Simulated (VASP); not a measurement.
Runs of VASP 6.6.1 on Cu. The structure is that of space group Fm-3m (No. 225), or close to it. The cells are those of the table. 

| task | level | potentials or basis | cell | k mesh | cutoff (eV) | grid for exact exchange (PRECFOCK) | share of exact exchange | screening parameter | gap on the mesh (eV) | pressure (GPa) | relaxed volume (Å³/atom) |
| --- | --- | --- | --- | --- | --- | --- | --- | --- | --- | --- | --- |
| single point | revPBE+D3(BJ) | VASP PAW PBE potentials, release 64 (Cu_sv_GW) | a = 2.504 Å, angles 60.0°, 1 atom | 13 × 13 × 13 | 820 | - | - | - | none | -3.2 | - |
| single point | PBE0 | VASP PAW PBE potentials, release 64 (Cu) | a = 2.556 Å, angles 60.0°, 1 atom | 8 × 8 × 8 | 520 | Normal | 0.25 | - | none | 2.4 | - |
| single point | r2SCAN+D4 | VASP PAW PBE potentials, release 64 (Cu_sv_GW) | a = 2.590 Å, angles 60.0°, 1 atom | 13 × 13 × 13 | 900 | - | - | - | none | -11.7 | - |
| single point | PBEsol-based screened hybrid with 25 % exact exchange | VASP PAW PBE potentials, release 64 (Cu) | a = 2.530 Å, angles 60.0°, 1 atom | 7 × 7 × 7 | 520 | Normal | 0.25 | 0.207 1/Å | none | 0.2 | - |
| single point | HF | VASP PAW PBE potentials, release 64 (Cu) | a = 2.606 Å, angles 60.0°, 1 atom | 7 × 7 × 7 | 520 | Normal | 1 | - | none | 15.1 | - |
| single point | HSE06 | VASP PAW PBE potentials, release 64 (Cu) | a = 2.573 Å, angles 60.0°, 1 atom | 7 × 7 × 7 | 520 | Normal | 0.25 | 0.2079 1/Å | none | -0.8 | - |
| single point | LDA | VASP PAW LDA potentials, release 64 (Cu_sv_GW) | a = 2.556 Å, angles 60.0°, 1 atom | 7 × 7 × 7 | 820 | - | - | - | none | (c) | - |
| relaxation of cell and atoms | PBE0 | VASP PAW PBE potentials, release 64 (Cu) | relaxed from a = 2.556 Å, angles 60.0°, 1 atom | 7 × 7 × 7 | 600 | Normal | 0.25 | - | none | 0.1 | 11.97 |
| single point | HSE06 | VASP PAW PBE potentials, release 64 (Cu) | a = 2.556 Å, angles 60.0°, 1 atom | 7 × 7 × 7 | 520 | Normal | 0.25 | 0.2079 1/Å | none | (a) | - |
| single point | B3LYP | VASP PAW PBE potentials, release 64 (Cu) | a = 2.606 Å, angles 60.0°, 1 atom | 7 × 7 × 7 | 520 | Normal | 0.2 | - | none | (b) | - |
| relaxation of cell and atoms | revPBE+D3(BJ) | VASP PAW PBE potentials, release 64 (Cu_sv_GW) | relaxed from a = 2.556 Å, angles 60.0°, 1 atom | 13 × 13 × 13 | 820 | - | - | - | none | 0.1 | 10.93 |

Alike in all rows: no spin polarisation; smearing fermi-dirac 0.05 eV.

Task: Fill in the values left out.

Result: (a) 1.9; (b) 0.3; (c) -13.5.

Caveats: some runs use coarse meshes; the PAW data sets were made with another functional, which shifts forces and pressure a little (at least some runs); the cell stands under tension (at least some runs); the dispersion term is far too large for a dense solid, which distorts pressure and volume (at least some runs).

A gap of «none» marks levels without a gap at the run's occupations.

The runs don't all hold the same shells in valence.
